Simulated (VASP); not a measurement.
Runs of VASP 6.6.1 on Ca. The structure is that of space group Im-3m (No. 229), or close to it. The cells are those of the table. 

```tsv
cell	gap on the mesh (eV)	pressure (GPa)
a = 3.854 Å, angles 108.9, 110.6, 108.9°, 1 atom	none	(b)
a = 3.867 Å, angles 109.2, 110.0, 109.2°, 1 atom	none	-0.4
a = 3.926 Å, angles 110.4, 107.6, 110.4°, 1 atom	none	-1.1
a = 3.893 Å, angles 109.7, 108.9, 109.7°, 1 atom	none	(a)
a = 3.906 Å, angles 110.0, 108.4, 110.0°, 1 atom	none	-0.9
a = 3.829 Å, angles 108.4, 111.7, 108.4°, 1 atom	none	0.1
a = 3.919 Å, angles 110.3, 107.9, 110.3°, 1 atom	none	(c)
a = 3.841 Å, angles 108.7, 111.1, 108.7°, 1 atom	none	-0.1
```

Alike in all rows: task single point; level r2SCAN; potentials or basis VASP PAW PBE potentials, release 64 (Ca_sv); no spin polarisation; k mesh 16 × 16 × 16; cutoff (eV) 550; smearing gaussian 0.15 eV.

Q: Estimate the missing entries.

A: (a) -0.7; (b) -0.2; (c) -1.0.

Caveats: the PAW data sets were made with another functional, which shifts forces and pressure a little.

A gap of «none» marks levels without a gap at the run's occupations.
